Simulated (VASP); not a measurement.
A run of VASP 6.6.1:

INCAR

```
SYSTEM = Ca
PREC = Accurate ; ENCUT = 520
EDIFF = 1E-6 ; ISMEAR = -1
SIGMA = 0.1 ; LREAL = .FALSE.
LASPH = .TRUE. ; NELM = 80
ALGO = Normal ; ISIF = 2
LWAVE = .FALSE. ; LCHARG = .FALSE.
GGA = PS ; NBANDS = 11
```

Contents of KPOINTS:

```
regular mesh
0
G
  17 17 17
  0 0 0
```

File POSCAR:

```
Ca
1.0
   -2.1633114633      2.1633114633      2.1633114633
    2.1633114633     -2.1633114633      2.1633114633
    2.1633114633      2.1633114633     -2.1633114633
Ca
1
Direct
    0.0000000000      0.0000000000      0.0000000000
```

Potentials or basis: VASP PAW PBE potentials, release 64 (Ca_sv).

Launch:

```sh
$ cat potpaw_PBE.64/Ca_sv/POTCAR > POTCAR
$ mpirun -np 1 vasp_std > vasp.out
```

Hardware: 1 thread of Intel(R) Xeon(R) Platinum 8259CL CPU @ 2.50GHz (Skylake/Cascade Lake), with other jobs on the host.

Task: Estimate the wall time of this run.

Result: It took 48 s on 1 thread of Intel(R) Xeon(R) Platinum 8259CL CPU @ 2.50GHz (Skylake/Cascade Lake), on a shared host, peak memory 0.2 GiB. Counts: scf iterations 11, k points 165.
